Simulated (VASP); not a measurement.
Set up this calculation in VASP 6.6.1, as the native input.

| Quantity | Value |
| --- | --- |
| Task | single point |
| Functional | revPBE |
| Potentials or basis | VASP PAW PBE potentials, release 64 (Be) |
| Cutoff | 520 eV |
| k mesh | 18 × 18 × 5 |
| Occupations | fermi-dirac, width 0.1 eV |
| Spin | no spin polarisation |
| Dipole correction | no |
| Further INCAR settings | ALGO = Normal; EDIFF = 1e-06; NBANDS = 12 |

The structure of Be lies in POSCAR:

```
Be
1.0
    2.3018178213      0.0000000000      0.0000000000
   -1.1509089107      1.9934327081      0.0000000000
    0.0000000000      0.0000000000      7.3221758560
Be
4
Direct
    1.0000000000      1.0000000000      1.0000000000
    1.0000000000      1.0000000000      0.5000000000
    0.3333333333      0.6666666667      0.2500000000
    0.6666666667      0.3333333333      0.7500000000
```

This cell differs from its parent crystal: volume scaled by 1.04.

One way to write it, as run:

INCAR

```
SYSTEM = Be
PREC = Accurate
ENCUT = 520
EDIFF = 1E-6
ISMEAR = -1
SIGMA = 0.1
LREAL = .FALSE.
LASPH = .TRUE.
NELM = 100
ALGO = Normal
ISIF = 2
LWAVE = .FALSE.
LCHARG = .TRUE.
GGA = RE
LELF = .TRUE.
LVHAR = .TRUE.
NBANDS = 12
```

KPOINTS

```
regular mesh
0
G
  18 18 5
  0 0 0
```

Potentials or basis: VASP PAW PBE potentials, release 64 (Be).

Run with:

```bash
$ cat potpaw_PBE.64/Be/POTCAR > POTCAR
$ mpirun -np 1 vasp_std > vasp.out
```

It gave:

```
Pressure               : -4.3 GPa
Band gap on the k mesh : zero (band 4 reaches 7.52 eV, above the bottom of band 5 at 6.20 eV)
```

Caveat: the PAW data sets were made with another functional, which shifts forces and pressure a little.

Wall time 16 s on 1 thread of Intel(R) Xeon(R) 6975P-C (Granite Rapids), on a shared host, peak memory 0.16 GiB.
